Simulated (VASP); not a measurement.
Set up this calculation in VASP 6.6.1, as the native input.

* Task: single point
* Functional: PBEsol
* Potentials or basis: VASP PAW PBE potentials, release 64 (Al, Ga_d, N)
* Cutoff: 520 eV
* k mesh: 5 × 7 × 2
* Occupations: gaussian, width 0.05 eV
* Spin: no spin polarisation
* Dipole correction: no
* Further INCAR settings: LREAL = Auto; ALGO = Normal; EDIFF = 1e-06; NBANDS = 56

The structure of Al3GaN4 lies in POSCAR:

```
Al3GaN4
1.0
   -5.0434079721      0.0000000000     -0.0001149904
    0.0000000000     -3.1300738967      0.0000000000
   -1.5194949060      0.0000000000     10.8359493923
Al Ga N
6 2 8
Direct
    0.2872605234      0.5000000000      0.7083647831
    0.4372605234      0.5000000000      0.2083647831
    0.9864484572      0.5000000000      0.0421027963
    0.8364484572      0.5000000000      0.5421027963
    0.7617480392      1.0000000000      0.7905463175
    0.9117480392      1.0000000000      0.2905463175
    0.2132381514      1.0000000000      0.9578004507
    0.3632381514      1.0000000000      0.4578004507
    0.6014681377      1.0000000000      0.9578646251
    0.7514681377      1.0000000000      0.4578646251
    0.6650619965      0.5000000000      0.7082789324
    0.8150619965      0.5000000000      0.2082789324
    0.3614376673      0.5000000000      0.0447961772
    0.2114376673      0.5000000000      0.5447961772
    0.1404578775      1.0000000000      0.7878464176
    0.2904578775      1.0000000000      0.2878464176
```

This cell differs from its parent crystal: the part above a cut slid along it.

One way to write it, as run:

INCAR

```
ALGO = Normal ; EDIFF = 1E-6
ENCUT = 520 ; GGA = PS
ISIF = 2 ; ISMEAR = 0
LASPH = T ; LCHARG = T
LELF = T ; LREAL = Auto
LVHAR = T ; LWAVE = F
NBANDS = 56 ; NELM = 80
PREC = Accurate ; SIGMA = 0.05
```

KPOINTS

```
k-points
0
Gamma
  5 7 2
```

Potentials or basis: VASP PAW PBE potentials, release 64 (Al, Ga_d, N).

Command:

```sh
$ cat potpaw_PBE.64/Al/POTCAR potpaw_PBE.64/Ga_d/POTCAR potpaw_PBE.64/N/POTCAR > POTCAR
$ mpirun -np 1 vasp_std > vasp.out
```

It gave:

```
Pressure               : 8.9 GPa
Largest force          : 8.686 eV/Å
Band gap on the k mesh : 0.04 eV (least direct gap 0.24 eV)
```

Caveat: the cell differs from its parent crystal (the part above a cut slid along it); the stress differs along the axes, from 6 to 15 GPa; semilocal functionals underestimate gaps, and a narrow one can read as zero; the PAW data sets were made with another functional, which shifts forces and pressure a little.

It took 5.3 min on 1 thread of AMD EPYC 9R45 96-Core Processor (Zen 5), with other jobs on the host, peak memory 0.31 GiB.
